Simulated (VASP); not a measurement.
# MgSe (a.bB) (Fm-3m) in VASP: further runs

MgSe (a.bB) is run at these levels: PBEsol; tasks: single point.

All numbers are computed with VASP 6.6.1; they aren't measurements. Logs are shortened: lines on timing, memory, paths and dates and some standing lists are left out, and cuts for length are marked.

**1. The cell of the first run**

It takes space group Fm-3m (No. 225, cubic). Conventional cell: a = 5.450 Å, b = 5.450 Å, c = 5.450 Å, α = 90.00°, β = 90.00°, γ = 90.00°. Mg (site symmetry m-3m) has 6 Se at 2.73 Å within 3.6 Å. Se (site symmetry m-3m) has 6 Mg at 2.73 Å within 3.6 Å.

**2. Single point, PBEsol**

File INCAR:

```
SYSTEM = MgSe
ALGO = Normal ; EDIFF = 1E-6
ENCUT = 600 ; GGA = PS
GGA_COMPAT = .FALSE. ; ISIF = 2
ISMEAR = 0 ; LASPH = .TRUE.
LCHARG = .TRUE. ; LELF = .TRUE.
LREAL = .FALSE. ; LVHAR = .TRUE.
LWAVE = .FALSE. ; NBANDS = 11
NELM = 120 ; PREC = Accurate
SIGMA = 0.1
```

File KPOINTS:

```
k-points
0
G
  6 6 6
  0 0 0
```

File POSCAR:

```
MgSe
1.0
    0.0000000000      2.7250000000      2.7250000000
    2.7250000000      0.0000000000      2.7250000000
    2.7250000000      2.7250000000      0.0000000000
Mg Se
1 1
Direct
    0.0000000000      0.0000000000      0.0000000000
    0.5000000000      0.5000000000      0.5000000000
```

Potentials or basis: VASP PAW PBE potentials, release 64 (Mg, Se).

The run is started by

```
$ cat potpaw_PBE.64/Mg/POTCAR potpaw_PBE.64/Se/POTCAR > POTCAR
$ mpirun -np 1 vasp_std > vasp.out
```

OUTCAR:

```text
SYSTEM = MgSe
   EDIFF = 1E-6
   ENCUT = 600
   GGA = PS
   ISIF = 2
   ISMEAR = 0
   LASPH = .TRUE.
   LREAL = .FALSE.
   NELM = 120
   PREC = Accurate

 ion  position               nearest neighbor table
   1  0.000  0.000  0.000-   2 2.73   2 2.73   2 2.73   2 2.73   2 2.73   2 2.73
   2  0.500  0.500  0.500-   1 2.73   1 2.73   1 2.73   1 2.73   1 2.73   1 2.73

  LATTYP: Found a face centered cubic cell.
 ALAT       =     5.4500000000

  Lattice vectors:

 A1 = (   0.0000000000,   2.7250000000,   2.7250000000)
 A2 = (   2.7250000000,   0.0000000000,   2.7250000000)
 A3 = (   2.7250000000,   2.7250000000,   0.0000000000)

Analysis of symmetry for initial positions (statically):
=====================================================================
 Subroutine PRICEL returns:
 Original cell was already a primitive cell.

 Routine SETGRP: Setting up the symmetry group for a
 face centered cubic supercell.

 Subroutine GETGRP returns: Found 48 space group operations
 (whereof 48 operations were pure point group operations)
 out of a pool of 48 trial point group operations.

The static configuration has the point symmetry O_h .

Analysis of symmetry for dynamics (positions and initial velocities):
=====================================================================
 Subroutine PRICEL returns:
 Original cell was already a primitive cell.

 Routine SETGRP: Setting up the symmetry group for a
 face centered cubic supercell.

 Subroutine GETGRP returns: Found 48 space group operations
 (whereof 48 operations were pure point group operations)
 out of a pool of 48 trial point group operations.

The dynamic configuration has the point symmetry O_h .

 Subroutine INISYM returns: Found 48 space group operations
 (whereof 48 operations are pure point group operations),
 and found     1 'primitive' translations

----------------------------------------------------------------------------------------

                                     Primitive cell

  volume of cell :      40.4697

  direct lattice vectors                    reciprocal lattice vectors
     0.000000000  2.725000000  2.725000000    -0.183486239  0.183486239  0.183486239
     2.725000000  0.000000000  2.725000000     0.183486239 -0.183486239  0.183486239
     2.725000000  2.725000000  0.000000000     0.183486239  0.183486239 -0.183486239

  length of vectors
     3.853731957  3.853731957  3.853731957     0.317807488  0.317807488  0.317807488

  position of ions in fractional coordinates (direct lattice)
     0.000000000  0.000000000  0.000000000
     0.500000000  0.500000000  0.500000000

  ion indices of the primitive-cell ions
   primitive index   ion index
                 1           1
                 2           2

----------------------------------------------------------------------------------------

 KPOINTS: k-points

Automatic generation of k-mesh.
 Grid dimensions read from file:
 generate k-points for:    6    6    6

 Generating k-lattice:

  Cartesian coordinates                     Fractional coordinates (reciprocal lattice)
    -0.030581040  0.030581040  0.030581040     0.166666667  0.000000000  0.000000000
     0.030581040 -0.030581040  0.030581040     0.000000000  0.166666667  0.000000000
     0.030581040  0.030581040 -0.030581040     0.000000000  0.000000000  0.166666667

  Length of vectors
     0.052967915  0.052967915  0.052967915

  Shift w.r.t. Gamma in fractional coordinates (k-lattice)
     0.000000000  0.000000000  0.000000000

 Subroutine IBZKPT returns following result:
 ===========================================

 Found     16 irreducible k-points:

 Following reciprocal coordinates:
            Coordinates               Weight
  0.000000  0.000000  0.000000      1.000000
  0.166667  0.000000  0.000000      8.000000
  0.333333  0.000000  0.000000      8.000000
  0.500000  0.000000  0.000000      4.000000
  0.166667  0.166667  0.000000      6.000000
  0.333333  0.166667  0.000000     24.000000
[... 8 lines left out ...]
 -0.333333  0.333333  0.166667     24.000000
 -0.333333  0.500000  0.166667     12.000000
   k-points           NKPTS =     16   k-points in BZ     NKDIM =     16   number of bands    NBANDS=     11
   number of dos      NEDOS =    301   number of ions     NIONS =      2
   total plane-waves  NPLWV =  32768
   dimension x,y,z NGX =    32 NGY =   32 NGZ =   32
   dimension x,y,z NGXF=    64 NGYF=   64 NGZF=   64
   ions per type =               1   1
   NGX,Y,Z   is equivalent  to a cutoff of  13.80, 13.80, 13.80 a.u.
   NGXF,Y,Z  is equivalent  to a cutoff of  27.61, 27.61, 27.61 a.u.
 SYSTEM =  MgSe
   PREC   = accura    normal or accurate (medium, high low for compatibility)
   ISTART =      0    job   : 0-new  1-cont  2-samecut
   ICHARG =      2    charge: 1-file 2-atom 10-const
   ISPIN  =      1    spin polarized calculation?
   LNONCOLLINEAR =      F non collinear calculations
   LSORBIT =      F    spin-orbit coupling
   LASPH  =      T    aspherical Exc in radial PAW
   ENCUT  =  600.0 eV  44.10 Ry    6.64 a.u.   7.70  7.70  7.70*2*pi/ulx,y,z
   NELM   =    120;   NELMIN=  2; NELMDL= -5     # of ELM steps
   EDIFF  = 0.1E-05   stopping-criterion for ELM
   LREAL  =      F    real-space projection
   EDIFFG = 0.1E-04   stopping-criterion for IOM
   NSW    =      0    number of steps for IOM
   IBRION =     -1    ionic relax: 0-MD 1-quasi-New 2-CG
   NFREE  =      0    steps in history (QN), initial steepest desc. (CG)
   ISIF   =      2    stress and relaxation
   ISYM   =      2    0-nonsym 1-usesym 2-fastsym
   POTIM  = 0.5000    time-step for ionic-motion
   TEBEG  =    0.0;   TEEND  =   0.0 temperature during run
   PSTRESS=    0.0 pullay stress
   NELECT =       8.0000    total number of electrons
   NUPDOWN=      -1.0000    fix difference up-down
   EMIN   =  10.00;   EMAX   =-10.00  energy-range for DOS
   EFERMI =   0.00;   METHOD = LEGACY
   ISMEAR =     0;   SIGMA  =   0.10  broadening in eV -4-tet -1-fermi 0-gaus
   EFERMI_NEDOS =   21; number of points for ismear=-14 and -15
   IALGO  =     38    algorithm
   IMIX   =      4    mixing-type and parameters
     AMIX     =   0.40;   BMIX     =  1.00
     AMIX_MAG =   1.60;   BMIX_MAG =  1.00
  volume/ion in A,a.u.               =      20.23       136.55
  Fermi-wavevector in a.u.,A,eV,Ry     =   0.953663  1.802162 12.374136  0.909473
  Thomas-Fermi vector in A             =   2.082339
   LORBIT       =      0    0 simple, 1 ext, 2 COOP (PROOUT), +10 PAW based schemes
   GGA     = PS    functional components
   LHFCALC =     F    Hartree Fock is set to
   AEXX    =    0.0000 exact exchange contribution
   IVDW    =     0    specifies the selected vdW correction
   LEPSILON=     F    determine dielectric tensor
   LRPA    =     F    only Hartree local field effects (RPA)
 non-spin polarized calculation
 Gauss-broadening in eV      SIGMA  =   0.10
  energy-cutoff  :      600.00
  volume of cell :       40.47
 maximum number of plane-waves:      1363
   NGX = 15   NGY = 15   NGZ = 15

 number of electron       8.0000000 magnetization

 Free energy of the ion-electron system (eV)
  ---------------------------------------------------
  ext. energy  EPLUGINS =         0.00000000
  ---------------------------------------------------
  free energy    TOTEN  =        -8.10088044 eV

  energy without entropy =       -8.10088044  energy(sigma->0) =       -8.10088044

 E-fermi :   3.6526     XC(G=0):  -9.6212

 val. band max:        3.1522030859   @ k =   0.0000   0.0000   0.0000
 cond. band min:       4.9112325603   @ k =   0.5000   0.5000   0.0000
 fundamental gap:      1.7590294743
 Fermi energy:         3.6526343625

 k-point     1 :       0.0000    0.0000    0.0000
  band No.  band energies     occupation
      1      -9.8221      2.00000
      2       3.1522      2.00000
      3       3.1522      2.00000
      4       3.1522      2.00000
      5       5.6541      0.00000
      6      10.4814      0.00000
      7      10.4814      0.00000
      8      10.4814      0.00000
      9      13.0913      0.00000
     10      13.0913      0.00000
     11      13.9425      0.00000

 k-point     2 :       0.1667    0.0000    0.0000
  band No.  band energies     occupation
      1      -9.5889      2.00000
      2       1.2943      2.00000
      3       2.9809      2.00000
      4       2.9809      2.00000
      5       6.9601      0.00000
      6      10.1980      0.00000
      7      10.6721      0.00000
      8      10.6721      0.00000
      9      11.9919      0.00000
     10      11.9919      0.00000
     11      13.5829      0.00000

 k-point     3 :       0.3333    0.0000    0.0000
  band No.  band energies     occupation
      1      -9.0350      2.00000
      2      -0.9093      2.00000
      3       2.6884      2.00000
      4       2.6884      2.00000
      5       7.0499      0.00000
      6       9.6408      0.00000
      7       9.6408      0.00000
      8      11.7139      0.00000
      9      12.9693      0.00000
     10      13.8762      0.00000
     11      13.8762      0.00000

 k-point     4 :       0.5000    0.0000    0.0000
  band No.  band energies     occupation
      1      -8.6910      2.00000
      2      -1.8476      2.00000
      3       2.5610      2.00000
      4       2.5610      2.00000
      5       6.8563      0.00000
      6       9.1911      0.00000
      7       9.1911      0.00000
      8      11.7478      0.00000
      9      14.4716      0.00000
     10      16.9373      0.00000
     11      16.9373      0.00000

 k-point     5 :       0.1667    0.1667    0.0000
  band No.  band energies     occupation
      1      -9.5131      2.00000
      2       1.3881      2.00000
      3       2.5683      2.00000
      4       2.5683      2.00000
      5       7.5734      0.00000
      6       8.9967      0.00000
      7      10.0262      0.00000
      8      11.6313      0.00000
      9      11.6313      0.00000
     10      13.5517      0.00000
     11      15.2460      0.00000
[... 99 lines left out ...]
 k-point    13 :       0.5000    0.5000    0.0000
  band No.  band energies     occupation
      1      -8.3649      2.00000
      2      -1.1683      2.00000
      3       1.3444      2.00000
      4       1.3444      2.00000
      5       4.9112      0.00000
      6       6.9866      0.00000
      7      14.7956      0.00000
      8      15.2671      0.00000
      9      15.2671      0.00000
     10      15.7786      0.00000
     11      19.0282      0.00000

 k-point    14 :       0.5000    0.3333    0.1667
  band No.  band energies     occupation
      1      -8.6599      2.00000
      2      -0.7360      2.00000
      3       0.8279      2.00000
      4       1.8197      2.00000
      5       7.5218      0.00000
      6       9.2463      0.00000
      7       9.5877      0.00000
      8      12.3093      0.00000
      9      13.9440      0.00000
     10      16.4176      0.00000
     11      17.3849      0.00000

 k-point    15 :      -0.3333    0.3333    0.1667
  band No.  band energies     occupation
      1      -8.4273      2.00000
      2      -0.9453      2.00000
      3       0.3011      2.00000
      4       1.4303      2.00000
      5       7.6744      0.00000
      6       9.0506      0.00000
      7      11.3864      0.00000
      8      11.4090      0.00000
      9      14.0986      0.00000
     10      15.6558      0.00000
     11      18.2669      0.00000

 k-point    16 :      -0.3333    0.5000    0.1667
  band No.  band energies     occupation
      1      -8.3386      2.00000
      2      -0.7314      2.00000
      3       0.4331      2.00000
      4       0.7284      2.00000
      5       6.7064      0.00000
      6       8.8483      0.00000
      7      11.2948      0.00000
      8      12.5478      0.00000
      9      15.6777      0.00000
     10      16.9557      0.00000
     11      17.7254      0.00000

------------------------ aborting loop because EDIFF is reached ----------------------------------------

  FORCE on cell =-STRESS in cart. coord.  units (eV):
  Direction    XX          YY          ZZ          XY          YZ          ZX
  --------------------------------------------------------------------------------------
  -------------------------------------------------------------------------------------
  Total       -0.0077450     -0.0077450     -0.0077450      0.0000000      0.0000000     -0.0000000
  in kB       -0.3066208     -0.3066208     -0.3066208      0.0000000      0.0000000     -0.0000000
  external PRESSURE =      -0.3066208 kB  Pullay stress =       0.0000000 kB

 VOLUME and BASIS-vectors are now :
 -----------------------------------------------------------------------------
  energy-cutoff  :      600.00
  volume of cell :       40.47
      direct lattice vectors                 reciprocal lattice vectors
     0.000000000  2.725000000  2.725000000    -0.183486239  0.183486239  0.183486239
     2.725000000  0.000000000  2.725000000     0.183486239 -0.183486239  0.183486239
     2.725000000  2.725000000  0.000000000     0.183486239  0.183486239 -0.183486239

 POSITION                                       TOTAL-FORCE (eV/Angst)
 -----------------------------------------------------------------------------------
      0.00000      0.00000      0.00000        -0.000000      0.000000     -0.000000
      2.72500      2.72500      2.72500         0.000000     -0.000000      0.000000
 -----------------------------------------------------------------------------------
    total drift:                               -0.000000     -0.000000      0.000000

  FREE ENERGIE OF THE ION-ELECTRON SYSTEM (eV)
  ---------------------------------------------------
  free  energy   TOTEN  =        -8.1008804411 eV

  energy  without entropy=       -8.1008804411  energy(sigma->0) =       -8.10088044
```

Wall time 22 s (1 thread of Intel Xeon 8259CL, shared host); peak memory 0.17 GiB.

Results:

* Free energy: -8.1009 eV
* Pressure: 0.0 GPa
* Band gap on the k mesh: 1.76 eV, indirect (least direct gap 2.50 eV)

Caveat: the PAW data sets were made with another functional, which shifts forces and pressure a little.

**3. Single point, PBEsol**

File INCAR:

```
PREC     = Accurate       # precision mode
ENCUT    = 600            # plane-wave cutoff, eV
EDIFF    = 1E-6           # SCF threshold, eV
ISMEAR   = 0              # smearing method
SIGMA    = 0.02           # smearing width, eV
LREAL    = F              # projectors in reciprocal space
LASPH    = T              # aspherical terms in the spheres
NELM     = 120            # most SCF steps
ALGO     = Normal         # electronic algorithm
ISIF     = 2              # what is computed and relaxed
LWAVE    = F              # write WAVECAR
LCHARG   = F              # write CHGCAR
GGA      = PS             # functional
NBANDS   = 11             # bands
GGA_COMPAT= F
```

File KPOINTS:

```
regular mesh
0
Gamma
  8 8 8
```

File POSCAR:

```
MgSe
1.0
    0.0000000000      2.7246416207      2.7246416207
    2.7246416207      0.0000000000      2.7246416207
    2.7246416207      2.7246416207      0.0000000000
Mg Se
1 1
Direct
    0.0000000000      0.0000000000      0.0000000000
    0.5000000000      0.5000000000      0.5000000000
```

Potentials or basis: VASP PAW PBE potentials, release 64 (Mg, Se).

The run is started by

```
$ cat potpaw_PBE.64/Mg/POTCAR potpaw_PBE.64/Se/POTCAR > POTCAR
$ mpirun -np 1 vasp_std > vasp.out
```

Wall time 28 s (1 thread of Intel Xeon 8259CL, shared host); peak memory 0.18 GiB.

It converged, with:

* Free energy: -8.1062 eV
* Pressure: 0.0 GPa
* Band gap on the k mesh: 1.76 eV, indirect (least direct gap 2.51 eV)

Levels at points of the mesh, in eV from the valence-band top:
```
           k point  band 1  band 2  band 3  band 4  band 5  band 6  band 7  band 8
(0.00, 0.00, 0.00)  -12.98    0.00    0.00    0.00    2.51    7.33    7.33    7.33
(0.50, 0.00, 0.00)  -11.85   -5.00   -0.59   -0.59    3.71    6.04    6.04    8.60
(0.50, 0.50, 0.00)  -11.52   -4.32   -1.81   -1.81    1.76    3.84   11.65   12.12
```

Caveat: the PAW data sets were made with another functional, which shifts forces and pressure a little. A k mesh can miss the band edges.
